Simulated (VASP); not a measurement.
# MgS (Niningerite) (Fm-3m) in VASP: notebook, part 2 of 2

VASP 6.6.1. The steps go on from the part before.

## Step 3: Dielectric tensor, PBE

Input file INCAR:

```
  PREC = Accurate
  ENCUT = 520
  EDIFF = 1E-8
  ISMEAR = 0
  SIGMA = 0.01
  LREAL = False
  LASPH = True
  NELM = 100
  ALGO = Normal
  ISIF = 2
  LWAVE = False
  LCHARG = False
  GGA = PE
  LEPSILON = True
```

Input file KPOINTS:

```
regular mesh
0
Gamma
  9 9 9
```

Input file POSCAR:

```
MgS
1.0
    0.0000000000      2.6016500000      2.6016500000
    2.6016500000      0.0000000000      2.6016500000
    2.6016500000      2.6016500000      0.0000000000
S Mg
1 1
Direct
    0.5000000000      0.5000000000      0.5000000000
    0.0000000000      0.0000000000      0.0000000000
```

Potentials or basis: VASP PAW PBE potentials, release 64 (S, Mg).

Launch:

```
$ cat potpaw_PBE.64/S/POTCAR potpaw_PBE.64/Mg/POTCAR > POTCAR
$ mpirun -np 1 vasp_std > vasp.out
```

OUTCAR:

```text
PREC = Accurate
   ENCUT = 520
   EDIFF = 1E-8
   ISMEAR = 0
   LREAL = False
   LASPH = True
   NELM = 100
   ISIF = 2
   GGA = PE
   LEPSILON = True

 ion  position               nearest neighbor table
   1  0.500  0.500  0.500-   2 2.60   2 2.60   2 2.60   2 2.60   2 2.60   2 2.60
   2  0.000  0.000  0.000-   1 2.60   1 2.60   1 2.60   1 2.60   1 2.60   1 2.60

  LATTYP: Found a face centered cubic cell.
 ALAT       =     5.2033000000

  Lattice vectors:

 A1 = (   0.0000000000,   2.6016500000,   2.6016500000)
 A2 = (   2.6016500000,   0.0000000000,   2.6016500000)
 A3 = (   2.6016500000,   2.6016500000,   0.0000000000)

Analysis of symmetry for initial positions (statically):
[... 33 lines left out ...]
                                     Primitive cell

  volume of cell :      35.2190

  direct lattice vectors                    reciprocal lattice vectors
     0.000000000  2.601650000  2.601650000    -0.192185728  0.192185728  0.192185728
     2.601650000  0.000000000  2.601650000     0.192185728 -0.192185728  0.192185728
     2.601650000  2.601650000  0.000000000     0.192185728  0.192185728 -0.192185728

  length of vectors
     3.679288715  3.679288715  3.679288715     0.332875446  0.332875446  0.332875446

[... 449 lines left out ...]
  ---------------------------------------------------
  free energy    TOTEN  =        -0.47388693 eV

  energy without entropy =       -0.47388693

------------------------ aborting loop because EDIFF is reached ----------------------------------------

 PIEZOELECTRIC TENSOR FIELD DIRECTION 3  (e Angst)
 -----------------------------------------------------------------------------
    -0.00008  0.00000  0.00000           (  0.00001  0.00000  0.00000)
     0.00000 -0.00008 -0.00000           (  0.00000  0.00001  0.00000)
     0.00000  0.00000 -0.00140           (  0.00000  0.00000  0.00000)

 PIEZOELECTRIC TENSOR FIELD DIRECTION 3  (C/m^2)
 -----------------------------------------------------------------------------
    -0.00003  0.00000  0.00000
     0.00000 -0.00003 -0.00000
     0.00000  0.00000 -0.00064

 MACROSCOPIC STATIC DIELECTRIC TENSOR (including local field effects in DFT)
 ------------------------------------------------------
           5.387913    -0.000000    -0.000000
          -0.000000     5.387913    -0.000000
           0.000000     0.000000     5.387913
 ------------------------------------------------------

 PIEZOELECTRIC TENSOR (including local field effects)  for field in x, y, z        (e  Angst)
          XX          YY          ZZ          XY          YZ          ZX
  --------------------------------------------------------------------------------
  x     0.00000     0.00000     0.00000     0.00000     0.00000     0.00000
  y     0.00000     0.00000     0.00000     0.00000     0.00000     0.00000
  z     0.00000     0.00000     0.00000     0.00000     0.00000     0.00000

 PIEZOELECTRIC TENSOR (including local field effects)  for field in x, y, z        (C/m^2)
          XX          YY          ZZ          XY          YZ          ZX
  --------------------------------------------------------------------------------
  x     0.00000     0.00000     0.00000     0.00000     0.00000     0.00000
  y     0.00000     0.00000     0.00000     0.00000     0.00000     0.00000
  z     0.00000     0.00000     0.00000     0.00000     0.00000     0.00000

 BORN EFFECTIVE CHARGES (including local field effects) (in |e|, cummulative output)
 ---------------------------------------------------------------------------------
 ion    1
    1    -2.32449    -0.00000     0.00000
    2     0.00000    -2.32449     0.00000
    3     0.00000    -0.00000    -2.32449
 ion    2
    1     2.32449     0.00000    -0.00000
    2    -0.00000     2.32449    -0.00000
    3     0.00000     0.00000     2.32449
```

stdout:

```text
POSCAR found type information on POSCAR S Mg
 POSCAR found :  2 types and       2 ions
 scaLAPACK will be used
 LDA part: xc-table for (Slater+PW92), standard interpolation
 POSCAR, INCAR and KPOINTS ok, starting setup
 FFT: planning ... GRIDC
 FFT: planning ... GRID_SOFT
 FFT: planning ... GRID
 WAVECAR not read
 entering main loop
 Linear response reoptimize wavefunctions to high precision
 Linear response G [H, r] |phi>, progress :
  Direction:   1
 Linear response G [H, r] |phi>, progress :
  Direction:   2
 Linear response G [H, r] |phi>, progress :
  Direction:   3
 Linear response to external field (no local field effect), progress :
  Direction:   1
 dielectric tensor                  component  1 :     6.858     2.582     0.504
 Linear response to external field (no local field effect), progress :
  Direction:   2
 dielectric tensor                  component  2 :     2.582     6.877    -0.563
 Linear response to external field (no local field effect), progress :
  Direction:   3
 dielectric tensor                  component  3 :     0.504    -0.563     4.026
 Linear response to external field, progress :
  Direction:   1
 dielectric tensor                  component  1 :     5.388     1.604     0.416
 Linear response to external field, progress :
  Direction:   2
 dielectric tensor                  component  2 :     1.432     5.388    -0.087
 Linear response to external field, progress :
  Direction:   3
 dielectric tensor                  component  3 :     0.257     1.089     5.388
 Born effective charges drift removed
```

Wall time 1.9 min (1 thread of Intel Xeon Platinum 8375C at 2.90GHz (Ice Lake), shared host); peak memory 0.21 GiB.

What came out:

```
Band gap on the k mesh                  : 2.91 eV, indirect (least direct gap 3.71 eV)
Electronic dielectric tensor (diagonal) : 5.39
Born charges (mean of the diagonal)     : S -2.32; Mg +2.32 e
```

Levels at points of the mesh, in eV from the valence-band top:
| k point | band 1 | band 2 | band 3 | band 4 | band 5 | band 6 | band 7 | band 8 |
| --- | --- | --- | --- | --- | --- | --- | --- | --- |
| (0.00, 0.00, 0.00) | -12.67 | 0.00 | 0.00 | 0.00 | 3.71 | 7.95 | 7.95 | 7.95 |

Electronic dielectric tensor:
```
5.39 0.00 0.00
0.00 5.39 0.00
0.00 0.00 5.39
```

Born effective charge tensors (e):
atom 1, S
```
-2.32  0.00  0.00
 0.00 -2.32  0.00
 0.00  0.00 -2.32
```
atom 2, Mg
```
2.32 0.00 0.00
0.00 2.32 0.00
0.00 0.00 2.32
```

## Step 4: Vibrations by perturbation theory, PBEsol

Input file INCAR:

```
SYSTEM = MgS
ALGO = Normal
EDIFF = 1E-8
ENCUT = 520
GGA = PS
IBRION = 8
ISIF = 2
ISMEAR = 0
LASPH = .TRUE.
LCHARG = .TRUE.
LEPSILON = .TRUE.
LREAL = .FALSE.
LWAVE = .FALSE.
NELM = 100
NSW = 1
PREC = Accurate
SIGMA = 0.01
```

Input file KPOINTS:

```
k-points
0
G
  8 8 8
  0 0 0
```

POSCAR is that of step 3.

Potentials or basis: VASP PAW PBE potentials, release 64 (S, Mg).

Launch:

```
$ cat potpaw_PBE.64/S/POTCAR potpaw_PBE.64/Mg/POTCAR > POTCAR
$ mpirun -np 1 vasp_std > vasp.out
```

OUTCAR:

```text
SYSTEM = MgS
   EDIFF = 1E-8
   ENCUT = 520
   GGA = PS
   IBRION = 8
   ISIF = 2
   ISMEAR = 0
   LASPH = .TRUE.
   LEPSILON = .TRUE.
   LREAL = .FALSE.
   NELM = 100
   NSW = 1
   PREC = Accurate

 ion  position               nearest neighbor table
   1  0.500  0.500  0.500-   2 2.60   2 2.60   2 2.60   2 2.60   2 2.60   2 2.60
   2  0.000  0.000  0.000-   1 2.60   1 2.60   1 2.60   1 2.60   1 2.60   1 2.60
[... 594 lines left out ...]
      2.601650  2.601650  2.601650     0.000000    0.656627   -0.000000
      0.000000  0.000000  0.000000    -0.000000   -0.754215   -0.000000
[... 21 lines left out ...]
   6 f/i=    0.000015 THz     0.000091 2PiTHz    0.000485 cm-1     0.000060 meV
             X         Y         Z           dx          dy          dz
      2.601650  2.601650  2.601650     0.704518   -0.251944   -0.094970
      0.000000  0.000000  0.000000     0.613360   -0.219345   -0.082682

--------------------------------------------------------------------------------------------------------

 MACROSCOPIC STATIC DIELECTRIC TENSOR IONIC CONTRIBUTION
 ------------------------------------------------------
           9.896387     0.000000     0.000000
           0.000000     9.896387    -0.000000
           0.000000    -0.000000     9.896387
 ------------------------------------------------------

 ELASTIC MODULI CONTR FROM IONIC RELAXATION (kBar)
 Direction    XX          YY          ZZ          XY          YZ          ZX
 --------------------------------------------------------------------------------
 XX           0.0000      0.0000      0.0000      0.0000      0.0000      0.0000
 YY           0.0000      0.0000      0.0000      0.0000      0.0000      0.0000
 ZZ           0.0000      0.0000      0.0000      0.0000      0.0000      0.0000
 XY           0.0000      0.0000      0.0000      0.0000      0.0000      0.0000
 YZ           0.0000      0.0000      0.0000      0.0000      0.0000      0.0000
 ZX           0.0000      0.0000      0.0000      0.0000      0.0000      0.0000
 --------------------------------------------------------------------------------

 PIEZOELECTRIC TENSOR IONIC CONTR  for field in x, y, z        (C/m^2)
          XX          YY          ZZ          XY          YZ          ZX
  --------------------------------------------------------------------------------
  x     0.00000     0.00000     0.00000     0.00000     0.00000     0.00000
  y     0.00000     0.00000     0.00000     0.00000     0.00000     0.00000
  z     0.00000     0.00000     0.00000     0.00000     0.00000     0.00000
```

stdout:

```text
POSCAR found type information on POSCAR S Mg
 POSCAR found :  2 types and       2 ions
 scaLAPACK will be used
 -----------------------------------------------------------------------------
|                                                                             |
|                                                                             |
|     You enforced a specific xc type in the INCAR file but a different       |
[... 39 lines left out ...]
 force on displaced ion       1 direction 1 :  -2.796   0.000   0.000
 Born effective charge ion    1 direction 1 :  -2.327   0.000   0.000
 Linear response progress:
 first order change of Fermi-energy  -0.44676E-04
 force on displaced ion       2 direction 1 :  -2.796   0.000   0.000
 Born effective charge ion    2 direction 1 :   2.315   0.000   0.000
 Born effective charges drift removed
 Linear response finished
```

Wall time 1.8 min (1 thread of Intel Xeon Platinum 8488C (Sapphire Rapids), shared host); peak memory 0.2 GiB.

What came out:

* Electronic dielectric tensor (diagonal): 5.52
* Born charges (mean of the diagonal): S -2.32; Mg +2.32 e
* Highest phonon frequency at Γ, LO-TO splitting left out: 235 cm⁻¹

Phonon frequencies in cm⁻¹ (negative: imaginary):
```
              q point        frequencies
(0.000, 0.000, 0.000)  0 0 0 235 235 235
```

Electronic dielectric tensor:
```
5.52 0.00 0.00
0.00 5.52 0.00
0.00 0.00 5.52
```

Born effective charge tensors (e):
atom 1, S
```
-2.32  0.00  0.00
 0.00 -2.32  0.00
 0.00  0.00 -2.32
```
atom 2, Mg
```
2.32 0.00 0.00
0.00 2.32 0.00
0.00 0.00 2.32
```

Caveat: the cell wasn't relaxed at this level first, which shifts response properties.
